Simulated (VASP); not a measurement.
**MnFe2N2: single point with PBE**

MnFe2N2:

```
Mn Fe N
1.0
     2.88916    0.00000    0.00000
    -1.44458    2.50209    0.00000
     0.00000    0.00000    6.26850
Mn Fe N
1 2 2
Direct
  0.00000 0.00000 0.50000
  0.66667 0.33333 0.16767
  0.33333 0.66667 0.83233
  0.66667 0.33333 0.70572
  0.33333 0.66667 0.29428
```

```json
{
  "Program": "VASP 6.6.1",
  "Task": "single point",
  "Functional": "PBE",
  "Potentials or basis": "VASP PAW PBE potentials, release 64 (Mn_pv, Fe, N)",
  "Cutoff": "520 eV",
  "k mesh": "12 × 12 × 6",
  "Occupations": "gaussian, width 0.1 eV",
  "Spin": "collinear spin, ferromagnetic start",
  "Starting moments": "[4.0, 0.0, 0.0, 0.0, 0.0] μB"
}
```

The pressure is 1.7 GPa and the largest force is 0.137 eV/Å. The net moment is 2.71 μB per cell, the site moments are Mn +2.55; Fe +0.11; N -0.03 μB and the valence electrons inside the program's atomic spheres are Mn 11.76; Fe 7.64; N 3.72.

Forces in eV/Å, atoms in the order of the input:
```
Mn   0.000  0.000  0.000
Fe   0.000  0.000 -0.137
Fe   0.000  0.000  0.137
N    0.000  0.000 -0.100
N    0.000  0.000  0.100
```

Stress tensor (GPa, compression positive):
```
2.16 0.00 0.00
0.00 2.16 0.00
0.00 0.00 0.87
```

Levels at points of the mesh, in eV from the Fermi level:
Spin up:
```tsv
k point	band 19	band 20	band 21	band 22	band 23	band 24
(0.00, 0.00, 0.00)	-1.14	-0.83	-0.83	0.85	1.49	2.14
(0.50, 0.00, 0.00)	-0.25	-0.14	-0.13	-0.12	0.03	0.65
(0.00, 0.00, 0.50)	-1.68	-0.41	-0.41	0.88	2.13	2.46
(0.50, 0.00, 0.50)	-0.56	-0.43	-0.23	0.05	0.27	1.32
```
Spin down:
```
           k point  band 15  band 16  band 17  band 18  band 19  band 20  band 21  band 22
(0.00, 0.00, 0.00)    -0.71    -0.59    -0.59    -0.45    -0.45     0.54     0.54     0.76
(0.50, 0.00, 0.00)    -0.75    -0.51    -0.24    -0.02     0.08     0.48     0.71     0.93
(0.00, 0.00, 0.50)    -1.31    -1.31    -1.00    -0.59    -0.59     0.81     0.81     1.34
(0.50, 0.00, 0.50)    -0.80    -0.61    -0.26    -0.26    -0.12     0.01     1.11     1.27
```

Run time: 9.5 min on 1 thread of AMD EPYC 7R13, with other jobs on the host, peak memory 0.33 GiB.

Caveat: the run started ferromagnetic, and an antiferromagnetic order may lie lower in energy. With open d or f shells a metallic result of PBE can be an artefact of self-interaction; +U or a hybrid may open a gap.
